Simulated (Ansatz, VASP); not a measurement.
Ni in VASP and in Ansatz

```
CELL_PARAMETERS angstrom
0.00000 1.73186 1.73186
1.73186 0.00000 1.73186
1.73186 1.73186 0.00000
ATOMIC_POSITIONS crystal
Ni 0.00000 0.00000 0.00000
```

Change from the starting cell: volume scaled by 0.94, PAW files.

Alike in both runs: task electric field gradients; functional LDA; k mesh 20 × 20 × 20; occupations fermi-dirac, width 0.05 eV; collinear spin.

|  | VASP | Ansatz |
| --- | --- | --- |
| version | VASP 6.6.1 | Ansatz 0.2.0 |
| potentials or method | VASP PAW LDA potentials, release 64 (Ni) | PAW with Ansatz's default frozen-core files, scalar-relativistic |
| plane-wave cutoff (eV) | 520 | 420 |
| valence electrons in the cell | 10 | 18 |

```csv
,VASP,Ansatz,Ansatz less VASP
pressure (GPa),-8.1,-8.1,+0.02
net moment per atom (μB),0.60,0.62,+0.015
size of the moment on the site where the two differ most (μB),0.60,0.64,+0.041
```

LDA's correlation is that of Perdew and Zunger in VASP and of Perdew and Wang (1992) in Ansatz. Site moments also hang on the region over which each program counts them. VASP's potentials hold 10 valence electrons a cell and Ansatz's 18, so a difference there can come from the potentials and not from the codes.
